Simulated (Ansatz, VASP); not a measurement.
## Ni2O in VASP and in Ansatz

```
Ni O
1.0
     4.06950    0.00000    0.00000
     0.00000    4.06950    0.00000
     0.00000    0.00000    3.75939
Ni O
4 2
Direct
  0.00000 0.00000 0.00000
  0.50000 0.50000 0.00000
  0.00000 0.50000 0.50000
  0.50000 0.00000 0.50000
  0.00000 0.50000 0.00000
  0.50000 0.00000 0.00000
```

Alike in both runs: functional PBE; k mesh 6 × 6 × 4; occupations gaussian, width 0.1 eV; collinear spin.

Ansatz relaxed the structure, and its values are those at the end. VASP's run is a single point on that final structure, the one shown.

|  | VASP | Ansatz |
| --- | --- | --- |
| version | VASP 6.6.1 | Ansatz 0.2.0 |
| potentials or method | VASP PAW PBE potentials, release 64 (Ni, O), cutoff 520 eV | scalar-relativistic, plane waves, PAW |
| valence electrons in the cell | 52 | 84 |

Ansatz gave:

```
gap on the k mesh at the Fermi level (eV)                     : none
pressure (GPa)                                                : 0.1
net moment per atom (μB)                                      : 0.48
size of the moment on the site where the two differ most (μB) : 0.54
```

Q: Estimate VASP's values.

A: gap on the k mesh at the Fermi level (eV): none; pressure (GPa): 0.4; net moment per atom (μB): 0.47; size of the moment on the site where the two differ most (μB): 0.55.

Site moments also hang on the region over which each program counts them. A gap of «none» marks a metal or a gap that the smearing closes. VASP's potentials hold 52 valence electrons a cell and Ansatz's 84, so a difference there can come from the potentials and not from the codes. Ansatz's warnings: cell relax basis refresh.

The k mesh is coarse, so the values compare programs but aren't converged.
